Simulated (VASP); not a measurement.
# Al in VASP: single point with PBE

Aim: the single point of Al with PBE.

All numbers are computed with VASP 6.6.1; they aren't measurements. Logs are shortened: lines on timing, memory, paths and dates and some standing lists are left out, and cuts for length are marked.

### 1 The cell of the first run

The cell holds a slab with vacuum, 8 atoms: a = 2.862 Å, b = 4.048 Å, c = 27.018 Å, α = 90.00°, β = 90.00°, γ = 90.00°.

### 2 Single point, PBE

File INCAR:

```
SYSTEM = Al
  ALGO = Normal
  DIPOL = 0.5 0.5 0.500
  EDIFF = 1E-6
  ENCUT = 520
  GGA = PE
  IDIPOL = 3
  ISIF = 2
  ISMEAR = 0
  LASPH = .True.
  LCHARG = .True.
  LDIPOL = .True.
  LELF = .True.
  LREAL = .False.
  LVACPOTAV = .True.
  LVHAR = .True.
  LWAVE = .False.
  NBANDS = 22
  NELM = 80
  PREC = Accurate
  SIGMA = 0.1
```

File KPOINTS:

```
k-points
0
Gamma
  9 6 1
  0 0 0
```

File POSCAR:

```
Al
1.0
    2.8623399700      0.0000000000      0.0000000000
    0.0000000000      4.0479600000      0.0000000000
    0.0000000000      0.0000000000     27.0181901375
Al
8
Direct
    0.5000000000      0.5000000000      0.3146028641
    0.0000000000      0.0000000000      0.3675734729
    0.5000000000      0.5000000000      0.4205440817
    0.0000000000      0.0000000000      0.4735146904
    0.5000000000      0.5000000000      0.5277788816
    0.0000000000      0.0000000000      0.5796476662
    0.5000000000      0.5000000000      0.6343132930
    0.0000000000      0.0000000000      0.6823332586
```

Potentials or basis: VASP PAW PBE potentials, release 64 (Al).

Started as:

```bash
$ cat potpaw_PBE.64/Al/POTCAR > POTCAR
$ mpirun -np 1 vasp_std > vasp.out
```

OUTCAR:

```text
SYSTEM = Al
   EDIFF = 1E-6
   ENCUT = 520
   GGA = PE
   ISIF = 2
   ISMEAR = 0
   LASPH = .True.
   LREAL = .False.
   NELM = 80
   PREC = Accurate

 ion  position               nearest neighbor table
   1  0.500  0.500  0.315-   3 2.86   2 2.86   2 2.86   2 2.86   2 2.86
   2  0.000  0.000  0.368-   4 2.86   1 2.86   1 2.86   1 2.86   1 2.86   3 2.86   3 2.86   3 2.86
                             3 2.86
   3  0.500  0.500  0.421-   1 2.86   4 2.86   4 2.86   4 2.86   4 2.86   2 2.86   2 2.86   2 2.86
                             2 2.86   5 2.90
   4  0.000  0.000  0.474-   2 2.86   3 2.86   3 2.86   3 2.86   3 2.86   6 2.87   5 2.88   5 2.88
                             5 2.88   5 2.88
   5  0.500  0.500  0.528-   6 2.85   6 2.85   6 2.85   6 2.85   7 2.88   4 2.88   4 2.88   4 2.88
                             4 2.88   3 2.90
   6  0.000  0.000  0.580-   8 2.77   5 2.85   5 2.85   5 2.85   5 2.85   4 2.87   7 2.89   7 2.89
                             7 2.89   7 2.89
   7  0.500  0.500  0.634-   8 2.80   8 2.80   8 2.80   8 2.80   5 2.88   6 2.89   6 2.89   6 2.89
                             6 2.89
   8  0.000  0.000  0.682-   6 2.77   7 2.80   7 2.80   7 2.80   7 2.80

  LATTYP: Found a simple orthorhombic cell.
 ALAT       =     2.8623399700
 B/A-ratio  =     1.4142135604
 C/A-ratio  =     9.4391967484

  Lattice vectors:

 A1 = (   2.8623399700,   0.0000000000,   0.0000000000)
 A2 = (   0.0000000000,   4.0479600000,   0.0000000000)
 A3 = (   0.0000000000,   0.0000000000,  27.0181901375)

Analysis of symmetry for initial positions (statically):
=====================================================================
 Subroutine PRICEL returns:
 Original cell was already a primitive cell.

 Routine SETGRP: Setting up the symmetry group for a
 simple orthorhombic supercell.

 Subroutine GETGRP returns: Found  4 space group operations
 (whereof  4 operations were pure point group operations)
 out of a pool of  8 trial point group operations.

The static configuration has the point symmetry C_2v.

Analysis of symmetry for dynamics (positions and initial velocities):
=====================================================================
 Subroutine PRICEL returns:
 Original cell was already a primitive cell.

 Routine SETGRP: Setting up the symmetry group for a
 simple orthorhombic supercell.

 Subroutine GETGRP returns: Found  4 space group operations
 (whereof  4 operations were pure point group operations)
 out of a pool of  8 trial point group operations.

The dynamic configuration has the point symmetry C_2v.

 Subroutine INISYM returns: Found  4 space group operations
 (whereof  4 operations are pure point group operations),
 and found     1 'primitive' translations

----------------------------------------------------------------------------------------

                                     Primitive cell

  volume of cell :     313.0500

  direct lattice vectors                    reciprocal lattice vectors
     2.862339970  0.000000000  0.000000000     0.349364510  0.000000000  0.000000000
     0.000000000  4.047960000  0.000000000     0.000000000  0.247038014  0.000000000
     0.000000000  0.000000000 27.018190137     0.000000000  0.000000000  0.037012102

  length of vectors
     2.862339970  4.047960000 27.018190137     0.349364510  0.247038014  0.037012102

  position of ions in fractional coordinates (direct lattice)
     0.500000000  0.500000000  0.314602864
     0.000000000  0.000000000  0.367573473
     0.500000000  0.500000000  0.420544082
     0.000000000  0.000000000  0.473514690
     0.500000000  0.500000000  0.527778882
     0.000000000  0.000000000  0.579647666
     0.500000000  0.500000000  0.634313293
     0.000000000  0.000000000  0.682333259

  ion indices of the primitive-cell ions
   primitive index   ion index
                 1           1
                 2           2
                 3           3
                 4           4
                 5           5
                 6           6
                 7           7
                 8           8

----------------------------------------------------------------------------------------

 KPOINTS: k-points

Automatic generation of k-mesh.
 Grid dimensions read from file:
 generate k-points for:    9    6    1

 Generating k-lattice:

  Cartesian coordinates                     Fractional coordinates (reciprocal lattice)
     0.038818279  0.000000000  0.000000000     0.111111111  0.000000000  0.000000000
     0.000000000  0.041173002  0.000000000     0.000000000  0.166666667  0.000000000
     0.000000000  0.000000000  0.037012102     0.000000000  0.000000000  1.000000000

  Length of vectors
     0.038818279  0.041173002  0.037012102

  Shift w.r.t. Gamma in fractional coordinates (k-lattice)
     0.000000000  0.000000000  0.000000000

 Subroutine IBZKPT returns following result:
 ===========================================

 Found     20 irreducible k-points:

 Following reciprocal coordinates:
            Coordinates               Weight
  0.000000  0.000000  0.000000      1.000000
  0.111111  0.000000  0.000000      2.000000
  0.222222  0.000000  0.000000      2.000000
  0.333333  0.000000  0.000000      2.000000
  0.444444  0.000000  0.000000      2.000000
  0.000000  0.166667  0.000000      2.000000
[... 12 lines left out ...]
  0.333333  0.500000  0.000000      2.000000
  0.444444  0.500000  0.000000      2.000000
   k-points           NKPTS =     20   k-points in BZ     NKDIM =     20   number of bands    NBANDS=     22
   number of dos      NEDOS =    301   number of ions     NIONS =      8
   total plane-waves  NPLWV = 151200
   dimension x,y,z NGX =    24 NGY =   30 NGZ =  210
   dimension x,y,z NGXF=    48 NGYF=   60 NGZF=  420
   ions per type =               8
   NGX,Y,Z   is equivalent  to a cutoff of  13.94, 12.32, 12.92 a.u.
   NGXF,Y,Z  is equivalent  to a cutoff of  27.88, 24.64, 25.84 a.u.
 SYSTEM =  Al
   PREC   = accura    normal or accurate (medium, high low for compatibility)
   ISTART =      0    job   : 0-new  1-cont  2-samecut
   ICHARG =      2    charge: 1-file 2-atom 10-const
   ISPIN  =      1    spin polarized calculation?
   LNONCOLLINEAR =      F non collinear calculations
   LSORBIT =      F    spin-orbit coupling
   LASPH  =      T    aspherical Exc in radial PAW
   ENCUT  =  520.0 eV  38.22 Ry    6.18 a.u.   5.32  7.53 50.24*2*pi/ulx,y,z
   NELM   =     80;   NELMIN=  2; NELMDL= -5     # of ELM steps
   EDIFF  = 0.1E-05   stopping-criterion for ELM
   LREAL  =      F    real-space projection
   EDIFFG = 0.1E-04   stopping-criterion for IOM
   NSW    =      0    number of steps for IOM
   IBRION =     -1    ionic relax: 0-MD 1-quasi-New 2-CG
   NFREE  =      0    steps in history (QN), initial steepest desc. (CG)
   ISIF   =      2    stress and relaxation
   ISYM   =      2    0-nonsym 1-usesym 2-fastsym
   POTIM  = 0.5000    time-step for ionic-motion
   TEBEG  =    0.0;   TEEND  =   0.0 temperature during run
   PSTRESS=    0.0 pullay stress
   NELECT =      24.0000    total number of electrons
   NUPDOWN=      -1.0000    fix difference up-down
   EMIN   =  10.00;   EMAX   =-10.00  energy-range for DOS
   EFERMI =   0.00;   METHOD = LEGACY
   ISMEAR =     0;   SIGMA  =   0.10  broadening in eV -4-tet -1-fermi 0-gaus
   EFERMI_NEDOS =   21; number of points for ismear=-14 and -15
   IALGO  =     38    algorithm
   IMIX   =      4    mixing-type and parameters
     AMIX     =   0.40;   BMIX     =  1.00
     AMIX_MAG =   1.60;   BMIX_MAG =  1.00
  volume/ion in A,a.u.               =      39.13       264.07
  Fermi-wavevector in a.u.,A,eV,Ry     =   0.695463  1.314234  6.580713  0.483669
  Thomas-Fermi vector in A             =   1.778242
   LORBIT       =      0    0 simple, 1 ext, 2 COOP (PROOUT), +10 PAW based schemes
   GGA     = PE    functional components
   LHFCALC =     F    Hartree Fock is set to
   AEXX    =    0.0000 exact exchange contribution
   IVDW    =     0    specifies the selected vdW correction
   LEPSILON=     F    determine dielectric tensor
   LRPA    =     F    only Hartree local field effects (RPA)
 non-spin polarized calculation
 Gauss-broadening in eV      SIGMA  =   0.10
  energy-cutoff  :      520.00
  volume of cell :      313.05
 maximum number of plane-waves:      8485
 NGX is ok and might be reduce to    24
   NGX = 11   NGY = 15   NGZ =101

 dipolmoment           0.000000      0.000000      0.000843 electrons x Angstroem

 number of electron      24.0000000 magnetization

 dipolmoment           0.000000      0.000000     -0.000989 electrons x Angstroem

 Free energy of the ion-electron system (eV)
  ---------------------------------------------------
  ext. energy  EPLUGINS =         0.00000000
  ---------------------------------------------------
  free energy    TOTEN  =       -28.60238155 eV

  energy without entropy =      -28.58427099  energy(sigma->0) =      -28.59332627

 E-fermi :   1.0325     XC(G=0):  -5.0771

 val. band max:        1.0044687834   @ k =   0.2222   0.0000   0.0000
 cond. band min:       1.0565561990   @ k =   0.4444   0.5000   0.0000
 fundamental gap:      0.0520874156
 Fermi energy:         1.0324641136

 k-point     1 :       0.0000    0.0000    0.0000
  band No.  band energies     occupation
      1      -9.7509      2.00000
      2      -9.0418      2.00000
      3      -7.8366      2.00000
      4      -6.2247      2.00000
      5      -4.2953      2.00000
      6      -2.2911      2.00000
[... 14 lines left out ...]
     21       5.5583      0.00000
     22       5.8228      0.00000

 k-point     2 :       0.1111    0.0000    0.0000
  band No.  band energies     occupation
      1      -9.5283      2.00000
      2      -8.8201      2.00000
      3      -7.6164      2.00000
      4      -6.0063      2.00000
      5      -4.0798      2.00000
      6      -2.0807      2.00000
[... 14 lines left out ...]
     21       5.1331      0.00000
     22       5.3975      0.00000
[... 423 lines left out ...]
     21       4.2858      0.00000
     22       4.3437      0.00000

 k-point    20 :       0.4444    0.5000    0.0000
  band No.  band energies     occupation
      1      -4.0771      2.00000
      2      -4.0320      2.00000
      3      -3.4109      2.00000
      4      -3.3610      2.00000
      5      -2.2541      2.00000
      6      -2.2306      2.00000
[... 14 lines left out ...]
     21       3.5992      0.00000
     22       3.6604      0.00000

------------------------ aborting loop because EDIFF is reached ----------------------------------------

  FORCE on cell =-STRESS in cart. coord.  units (eV):
  Direction    XX          YY          ZZ          XY          YZ          ZX
  --------------------------------------------------------------------------------------
  -------------------------------------------------------------------------------------
  Total       -3.6940389     -0.4597461     -0.6591255      0.0000000      0.0000000      0.0000000
  in kB      -18.9059442     -2.3529625     -3.3733779      0.0000000      0.0000000      0.0000000
  external PRESSURE =      -8.2107615 kB  Pullay stress =       0.0000000 kB

 VOLUME and BASIS-vectors are now :
 -----------------------------------------------------------------------------
  energy-cutoff  :      520.00
  volume of cell :      313.05
      direct lattice vectors                 reciprocal lattice vectors
     2.862339970  0.000000000  0.000000000     0.349364510  0.000000000  0.000000000
     0.000000000  4.047960000  0.000000000     0.000000000  0.247038014  0.000000000
     0.000000000  0.000000000 27.018190137     0.000000000  0.000000000  0.037012102

 POSITION                                       TOTAL-FORCE (eV/Angst)
 -----------------------------------------------------------------------------------
      1.43117      2.02398      8.50000         0.000000      0.000000      0.273816
      0.00000      0.00000      9.93117         0.000000      0.000000     -0.176329
      1.43117      2.02398     11.36234         0.000000      0.000000     -0.021284
      0.00000      0.00000     12.79351         0.000000      0.000000     -0.074550
      1.43117      2.02398     14.25963         0.000000      0.000000      0.005851
      0.00000      0.00000     15.66103         0.000000      0.000000     -0.008617
      1.43117      2.02398     17.13800         0.000000      0.000000      0.002836
      0.00000      0.00000     18.43541         0.000000      0.000000     -0.001721
 -----------------------------------------------------------------------------------
    total drift:                               -0.000000     -0.000000     -0.000012

  FREE ENERGIE OF THE ION-ELECTRON SYSTEM (eV)
  ---------------------------------------------------
  free  energy   TOTEN  =       -28.6023815498 eV

  energy  without entropy=      -28.5842709915  energy(sigma->0) =      -28.59332627

 vacuum level on the upper side and lower side of the slab         5.134         5.150
```

It took 3.7 min on 1 thread of Intel Xeon 6975P-C, shared host; peak memory 0.42 GiB.

What came out:

| Property | Result |
| --- | --- |
| Free energy | -28.6024 eV |
| Largest force | 0.274 eV/Å |
| Band gap on the k mesh | zero (band 12 reaches 1.76 eV, above the bottom of band 13 at -0.28 eV) |

Forces in eV/Å, atoms in the order of the input:
```
Al   0.000  0.000  0.274
Al   0.000  0.000 -0.176
Al   0.000  0.000 -0.021
Al   0.000  0.000 -0.075
Al   0.000  0.000  0.006
Al   0.000  0.000 -0.009
Al   0.000  0.000  0.003
Al   0.000  0.000 -0.002
```
